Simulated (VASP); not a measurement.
Wanted: the native input for a VASP 6.6.1 run.

```yaml
Task: single point
Functional: r2SCAN
Potentials_or_basis: VASP PAW PBE potentials, release 64 (Rb_sv, Cd)
Cutoff: 520 eV
k_mesh: 2 × 2 × 2
Occupations: methfessel-paxton, width 0.1 eV
Spin: no spin polarisation
Dipole_correction: no
Further_INCAR_settings: ALGO = Normal; EDIFF = 1e-07; NBANDS = 28
```

Rb3Cd:

```
CELL_PARAMETERS angstrom
6.31250 0.00000 0.00000
0.00000 6.31250 0.00000
0.00000 0.00000 6.31250
ATOMIC_POSITIONS crystal
Rb 0.00000 0.50000 0.50000
Rb 0.50000 0.00000 0.50000
Rb 0.50000 0.50000 0.00000
Cd 0.00000 0.00000 0.00000
```

One way to write it, as run:

POSCAR

```
Rb3Cd
1.0
    6.3125020000      0.0000000000      0.0000000000
    0.0000000000      6.3125020000      0.0000000000
    0.0000000000      0.0000000000      6.3125020000
Rb Cd
3 1
Direct
    0.0000000000      0.5000000000      0.5000000000
    0.5000000000      0.0000000000      0.5000000000
    0.5000000000      0.5000000000      0.0000000000
    0.0000000000      0.0000000000      0.0000000000
```

INCAR.step1

```
ALGO = Normal
EDIFF = 1E-4
ENCUT = 520
GGA = PE
ISMEAR = 1
LASPH = True
LCHARG = False
LREAL = False
LWAVE = True
NBANDS = 28
NELM = 100
PREC = Accurate
SIGMA = 0.1
```

INCAR.step2

```
ALGO = Normal
EDIFF = 1E-7
ENCUT = 520
ISIF = 2
ISMEAR = 1
ISTART = 1
LASPH = True
LCHARG = False
LMIXTAU = True
LREAL = False
LWAVE = False
METAGGA = R2SCAN
NBANDS = 28
NELM = 100
PREC = Accurate
SIGMA = 0.1
```

KPOINTS

```
k-points
0
Gamma
  2 2 2
```

Potentials or basis: VASP PAW PBE potentials, release 64 (Rb_sv, Cd).

The run is started by

```bash
$ cat potpaw_PBE.64/Rb_sv/POTCAR potpaw_PBE.64/Cd/POTCAR > POTCAR
$ cp INCAR.step1 INCAR
$ mpirun -np 1 vasp_std > vasp.out
$ cp INCAR.step2 INCAR
$ mpirun -np 1 vasp_std > vasp.out
```

Results of the run:

| Property | Result |
| --- | --- |
| Pressure | -0.2 GPa |

Caveat: the k points lie up to 0.50 Å⁻¹ apart; the PAW data sets were made with another functional, which shifts forces and pressure a little.

Wall time 72 s on 1 thread of Intel(R) Xeon(R) 6975P-C (Granite Rapids), with other jobs on the host, peak memory 0.36 GiB.
